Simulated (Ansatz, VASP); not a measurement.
**NbRu in VASP and in Ansatz**

```
CELL_PARAMETERS angstrom
3.12032 0.00000 0.00000
0.00000 3.12032 0.00000
0.00000 0.00000 3.18400
ATOMIC_POSITIONS crystal
Nb 0.00000 0.00000 0.00000
Ru 0.50000 0.50000 0.50000
```

Change from the starting cell: equal xx and yy strain of -2 %, crystal datasets.

Alike in both runs: task electric field gradients; functional PBEsol; k mesh 11 × 11 × 11; occupations fermi-dirac, width 0.03 eV; no spin polarisation.

|  | VASP | Ansatz |
| --- | --- | --- |
| version | VASP 6.6.1 | Ansatz 0.2.0 |
| potentials or method | VASP PAW PBE potentials, release 64 (Nb_sv, Ru_pv), cutoff 520 eV | all-electron PAW with datasets made for the crystal, scalar-relativistic |

Ansatz gave:

| Quantity | Value |
| --- | --- |
| pressure (GPa) | -0.6 |
| traceless stress, the component that is largest in VASP (GPa) | 1.64 |
| size of Vzz on the site where it differs most (V/Å²) | 7.5 |

Question: What did VASP give for the same quantities?

Answer: Pressure (GPa): -0.8; traceless stress, the component that is largest in VASP (GPa): 1.65; size of Vzz on the site where it differs most (V/Å²): 8.8.

VASP's potentials were made for PBE, not for PBEsol. Ansatz ran all-electron here, and VASP with PAW potentials.
